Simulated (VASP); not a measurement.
# LiF in VASP: further runs, part 2 of 3

VASP 6.6.1. Earlier steps stand in the parts before.

## (3) Single point, r2SCAN

This run uses another cell than the first one, of 11.78 Å³/atom, 1.094 times its volume.

Contents of POSCAR:

```
LiF
1.0
    3.0609400000      0.0000000000      0.0000000000
   -1.5304700000      2.6508520000      0.0000000000
    0.0000000000      0.0000000000      5.8073250000
Li F
2 2
Direct
    0.3333333333      0.6666666667      0.3155206835
    0.6666666667      0.3333333333      0.7294225229
    0.3333333333      0.6666666667      0.8227077195
    0.6666666667      0.3333333333      0.4088058800
```

Contents of INCAR.step1:

```
SYSTEM = LiF
PREC = Accurate
ENCUT = 520
ISMEAR = -1
SIGMA = 0.15
LREAL = .FALSE.
LASPH = .TRUE.
NELM = 80
NBANDS = 18
GGA = PE
ALGO = Normal
EDIFF = 1E-4
LWAVE = .TRUE.
LCHARG = .FALSE.
```

Contents of INCAR.step2:

```
SYSTEM = LiF
PREC = Accurate
ENCUT = 520
EDIFF = 1E-7
ISMEAR = -1
SIGMA = 0.15
LREAL = .FALSE.
LASPH = .TRUE.
NELM = 80
ALGO = Normal
ISIF = 2
LWAVE = .FALSE.
LCHARG = .FALSE.
METAGGA = R2SCAN
LMIXTAU = .TRUE.
NBANDS = 18
ISTART = 1
```

Contents of KPOINTS:

```
Automatic mesh
0
G
  5 5 3
  0 0 0
```

Potentials or basis: VASP PAW PBE potentials, release 64 (Li_sv, F).

Command:

```console
> cat potpaw_PBE.64/Li_sv/POTCAR potpaw_PBE.64/F/POTCAR > POTCAR
> cp INCAR.step1 INCAR
> mpirun -np 1 vasp_std > vasp.out
> cp INCAR.step2 INCAR
> mpirun -np 1 vasp_std > vasp.out
```

OUTCAR:

```text
SYSTEM = LiF
   PREC = Accurate
   ENCUT = 520
   EDIFF = 1E-7
   ISMEAR = -1
   LREAL = .FALSE.
   LASPH = .TRUE.
   NELM = 80
   ISIF = 2
   METAGGA = R2SCAN
   ISTART = 1

 ion  position               nearest neighbor table
   1  0.333  0.667  0.316-   4 1.85   4 1.85   4 1.85
   2  0.667  0.333  0.729-   3 1.85   3 1.85   3 1.85   4 1.86
   3  0.333  0.667  0.823-   2 1.85   2 1.85   2 1.85
   4  0.667  0.333  0.409-   1 1.85   1 1.85   1 1.85   2 1.86

  LATTYP: Found a hexagonal cell.
 ALAT       =     3.0609400000
 C/A-ratio  =     1.8972358164

  Lattice vectors:

 A1 = (   3.0609400000,   0.0000000000,   0.0000000000)
 A2 = (  -1.5304700000,   2.6508520000,   0.0000000000)
 A3 = (   0.0000000000,   0.0000000000,   5.8073250000)

Analysis of symmetry for initial positions (statically):
=====================================================================
 Subroutine PRICEL returns:
 Original cell was already a primitive cell.

 Routine SETGRP: Setting up the symmetry group for a
 hexagonal supercell.

[... 155 lines left out ...]
  energy without entropy =      -23.20060191  energy(sigma->0) =      -23.20060191

 E-fermi :   0.4640     XC(G=0):  -8.4100

 val. band max:       -3.1404312784   @ k =   0.0000   0.0000   0.0000
 cond. band min:       3.5640237944   @ k =   0.0000   0.0000   0.0000
 fundamental gap:      6.7044550729
 Fermi energy:         0.4639610381

 k-point     1 :       0.0000    0.0000    0.0000
  band No.  band energies     occupation
      1     -46.6168      2.00000
      2     -44.7802      2.00000
      3     -24.9613      2.00000
      4     -23.2630      2.00000
      5      -5.8666      2.00000
      6      -4.8121      2.00000
[... 229 lines left out ...]
      5      -6.1103      2.00000
      6      -5.4217      2.00000
[... 10 lines left out ...]
     17      15.5937      0.00000
     18      17.0738      0.00000

------------------------ aborting loop because EDIFF is reached ----------------------------------------

  FORCE on cell =-STRESS in cart. coord.  units (eV):
  Direction    XX          YY          ZZ          XY          YZ          ZX
  --------------------------------------------------------------------------------------
  -------------------------------------------------------------------------------------
  Total       -0.2518013     -0.2518013     -1.4585187      0.0000000      0.0000000      0.0000000
  in kB       -8.5615444     -8.5615457    -49.5913772      0.0000000      0.0000000      0.0000000
  external PRESSURE =     -22.2381558 kB  Pullay stress =       0.0000000 kB

 VOLUME and BASIS-vectors are now :
 -----------------------------------------------------------------------------
  energy-cutoff  :      520.00
  volume of cell :       47.12
      direct lattice vectors                 reciprocal lattice vectors
     3.060940000  0.000000000  0.000000000     0.326697028  0.188618603  0.000000000
    -1.530470000  2.650852000  0.000000000     0.000000000  0.377237205  0.000000000
     0.000000000  0.000000000  5.807325000     0.000000000  0.000000000  0.172196321

 POSITION                                       TOTAL-FORCE (eV/Angst)
 -----------------------------------------------------------------------------------
     -0.00000      1.76723      1.83233        -0.000000     -0.000000      0.037973
      1.53047      0.88362      4.23599         0.000000     -0.000000      0.539186
     -0.00000      1.76723      4.77773         0.000000      0.000000      0.074876
      1.53047      0.88362      2.37407        -0.000000      0.000000     -0.652035
 -----------------------------------------------------------------------------------
    total drift:                                0.000001      0.000002     -0.050363

  FREE ENERGIE OF THE ION-ELECTRON SYSTEM (eV)
  ---------------------------------------------------
  free  energy   TOTEN  =       -23.2006019058 eV

  energy  without entropy=      -23.2006019056  energy(sigma->0) =      -23.20060191
```

OUTCAR.step1:

```text
SYSTEM = LiF
   PREC = Accurate
   ENCUT = 520
   ISMEAR = -1
   LREAL = .FALSE.
   LASPH = .TRUE.
   NELM = 80
[... 465 lines left out ...]
      1.53047      0.88362      4.23599        -0.000000     -0.000000      0.549434
     -0.00000      1.76723      4.77773        -0.000000     -0.000000      0.151972
      1.53047      0.88362      2.37407         0.000000      0.000000     -0.731519
 -----------------------------------------------------------------------------------
    total drift:                                0.000002      0.000002      0.002661

  FREE ENERGIE OF THE ION-ELECTRON SYSTEM (eV)
  ---------------------------------------------------
  free  energy   TOTEN  =       -18.9185602271 eV

  energy  without entropy=      -18.9185602250  energy(sigma->0) =      -18.91856023
```

OSZICAR.step1:

```text
N       E                     dE             d eps       ncg     rms          rms(c)
DAV:   1     0.130688383835E+03    0.13069E+03   -0.10825E+04   432   0.117E+03
DAV:   2    -0.877932253700E+01   -0.13947E+03   -0.13475E+03   480   0.296E+02
DAV:   3    -0.207166241072E+02   -0.11937E+02   -0.11876E+02   828   0.668E+01
DAV:   4    -0.207973835662E+02   -0.80759E-01   -0.80707E-01   516   0.762E+00
DAV:   5    -0.207985844283E+02   -0.12009E-02   -0.12007E-02   602   0.701E-01    0.775E+00
DAV:   6    -0.189497618659E+02    0.18488E+01   -0.53764E+00   462   0.162E+01    0.247E+00
DAV:   7    -0.189139022599E+02    0.35860E-01   -0.18723E-01   592   0.290E+00    0.163E+00
DAV:   8    -0.189147409869E+02   -0.83873E-03   -0.13238E-01   584   0.321E+00    0.401E-01
DAV:   9    -0.189161592331E+02   -0.14182E-02   -0.11235E-02   550   0.770E-01    0.169E-01
DAV:  10    -0.189184854917E+02   -0.23263E-02   -0.25123E-03   470   0.357E-01    0.541E-02
DAV:  11    -0.189185602271E+02   -0.74735E-04   -0.26151E-04   532   0.138E-01
   1 F= -.18918560E+02 E0= -.18918560E+02  d E =-.211816E-08
```

Wall time 51 s (1 thread of Intel Xeon Platinum 8259CL at 2.50GHz (Skylake/Cascade Lake), shared host); peak memory 0.16 GiB.

Results:

```yaml
Free_energy: -23.2006 eV
Largest_force: 0.652 eV/Å
Band_gap_on_the_k_mesh: 6.70 eV, direct
```

Forces on the atoms (eV/Å):
```
Li   0.000  0.000  0.038
Li   0.000  0.000  0.539
F    0.000  0.000  0.075
F    0.000  0.000 -0.652
```

Levels at points of the mesh, in eV from the valence-band top:
```tsv
k point	band 7	band 8	band 9	band 10	band 11	band 12	band 13	band 14
(0.00, 0.00, 0.00)	-1.67	-0.44	0.00	0.00	6.70	10.58	13.27	18.73
```

Caveat: the k points lie up to 0.47 Å⁻¹ apart; the cutoff is under 1.25 times the usual one of these potentials, so pressure, stress and relaxed cells hold a basis-set (Pulay) error; the PAW data sets were made with another functional, which shifts forces and pressure a little.

## (4) Single point, r2SCAN

This run uses another cell than the first one, of 13.81 Å³/atom, 1.283 times its volume.

Contents of POSCAR:

```
LiF
1.0
    3.0609400000      0.0000000000      0.0000000000
   -1.5304700000      2.6508520000      0.0000000000
    0.0000000000      0.0000000000      6.8073250000
Li F
2 2
Direct
    0.3333333333      0.6666666667      0.2691705116
    0.6666666667      0.3333333333      0.6222699303
    0.3333333333      0.6666666667      0.7018514772
    0.6666666667      0.3333333333      0.3487520586
```

Contents of INCAR.step1:

```
SYSTEM = LiF
ALGO = Normal ; EDIFF = 1E-4
ENCUT = 520 ; GGA = PE
ISMEAR = -1 ; LASPH = .True.
LCHARG = .False. ; LREAL = .False.
LWAVE = .True. ; NBANDS = 18
NELM = 80 ; PREC = Accurate
SIGMA = 0.15
```

Contents of INCAR.step2:

```
SYSTEM = LiF
ALGO = Normal ; EDIFF = 1E-6
ENCUT = 520 ; ISIF = 2
ISMEAR = -1 ; ISTART = 1
LASPH = .True. ; LCHARG = .False.
LMIXTAU = .True. ; LREAL = .False.
LWAVE = .False. ; METAGGA = R2SCAN
NBANDS = 18 ; NELM = 80
PREC = Accurate ; SIGMA = 0.15
```

Contents of KPOINTS:

```
k-points
0
Gamma
  5 5 3
  0 0 0
```

Potentials or basis: VASP PAW PBE potentials, release 64 (Li_sv, F).

Command:

```console
> cat potpaw_PBE.64/Li_sv/POTCAR potpaw_PBE.64/F/POTCAR > POTCAR
> cp INCAR.step1 INCAR
> mpirun -np 1 vasp_std > vasp.out
> cp INCAR.step2 INCAR
> mpirun -np 1 vasp_std > vasp.out
```

OUTCAR:

```text
SYSTEM = LiF
   EDIFF = 1E-6
   ENCUT = 520
   ISIF = 2
   ISMEAR = -1
   ISTART = 1
   LASPH = .True.
   LREAL = .False.
   METAGGA = R2SCAN
   NELM = 80
   PREC = Accurate

 ion  position               nearest neighbor table
   1  0.333  0.667  0.269-   4 1.85   4 1.85   4 1.85
   2  0.667  0.333  0.622-   3 1.85   3 1.85   3 1.85   4 1.86
   3  0.333  0.667  0.702-   2 1.85   2 1.85   2 1.85
   4  0.667  0.333  0.349-   1 1.85   1 1.85   1 1.85   2 1.86

  LATTYP: Found a hexagonal cell.
 ALAT       =     3.0609400000
 C/A-ratio  =     2.2239328442
[... 435 lines left out ...]
  --------------------------------------------------------------------------------------
  -------------------------------------------------------------------------------------
  Total       -0.1978505     -0.1978506     -1.2769413     -0.0000000      0.0000000      0.0000000
  in kB       -5.7389315     -5.7389323    -37.0394678     -0.0000000      0.0000000      0.0000000
  external PRESSURE =     -16.1724439 kB  Pullay stress =       0.0000000 kB

 VOLUME and BASIS-vectors are now :
 -----------------------------------------------------------------------------
  energy-cutoff  :      520.00
  volume of cell :       55.24
      direct lattice vectors                 reciprocal lattice vectors
     3.060940000  0.000000000  0.000000000     0.326697028  0.188618603  0.000000000
    -1.530470000  2.650852000  0.000000000     0.000000000  0.377237205  0.000000000
     0.000000000  0.000000000  6.807325000     0.000000000  0.000000000  0.146900581

 POSITION                                       TOTAL-FORCE (eV/Angst)
 -----------------------------------------------------------------------------------
     -0.00000      1.76723      1.83233         0.000000     -0.000000      0.616151
      1.53047      0.88362      4.23599        -0.000000      0.000000      0.951161
     -0.00000      1.76723      4.77773         0.000000      0.000000     -0.459484
      1.53047      0.88362      2.37407        -0.000000      0.000000     -1.107827
 -----------------------------------------------------------------------------------
    total drift:                                0.000001      0.000001      0.029629

  FREE ENERGIE OF THE ION-ELECTRON SYSTEM (eV)
  ---------------------------------------------------
  free  energy   TOTEN  =       -22.9037934073 eV

  energy  without entropy=      -22.9037933666  energy(sigma->0) =      -22.90379339
```

OUTCAR.step1:

```text
SYSTEM = LiF
   EDIFF = 1E-4
   ENCUT = 520
   GGA = PE
   ISMEAR = -1
   LASPH = .True.
   LREAL = .False.
   NELM = 80
[... 464 lines left out ...]
      1.53047      0.88362      4.23599         0.000000     -0.000000      0.949256
     -0.00000      1.76723      4.77773        -0.000000      0.000000     -0.326241
      1.53047      0.88362      2.37407        -0.000000      0.000000     -1.189162
 -----------------------------------------------------------------------------------
    total drift:                                0.000001      0.000001      0.016189

  FREE ENERGIE OF THE ION-ELECTRON SYSTEM (eV)
  ---------------------------------------------------
  free  energy   TOTEN  =       -18.6481925894 eV

  energy  without entropy=      -18.6481921853  energy(sigma->0) =      -18.64819239
```

Wall time 53 s (1 thread of Intel Xeon Platinum 8259CL at 2.50GHz (Skylake/Cascade Lake), shared host); peak memory 0.17 GiB.

Results:

* Free energy: -22.9038 eV
* Largest force: 1.108 eV/Å
* Band gap on the k mesh: 5.09 eV, direct

Forces in eV/Å, atoms in the order of the input:
```
Li   0.000  0.000  0.616
Li   0.000  0.000  0.951
F    0.000  0.000 -0.459
F    0.000  0.000 -1.108
```

Levels at points of the mesh, in eV from the valence-band top:
```tsv
k point	band 6	band 7	band 8	band 9	band 10	band 11	band 12	band 13	band 14	band 15
(0.00, 0.00, 0.00)	-2.77	-2.77	-0.58	0.00	0.00	5.09	9.21	10.79	16.81	17.12
```

Caveat: the k points lie up to 0.47 Å⁻¹ apart; the cutoff is under 1.25 times the usual one of these potentials, so pressure, stress and relaxed cells hold a basis-set (Pulay) error; the PAW data sets were made with another functional, which shifts forces and pressure a little.

(Part 2 of 3 ends here.)
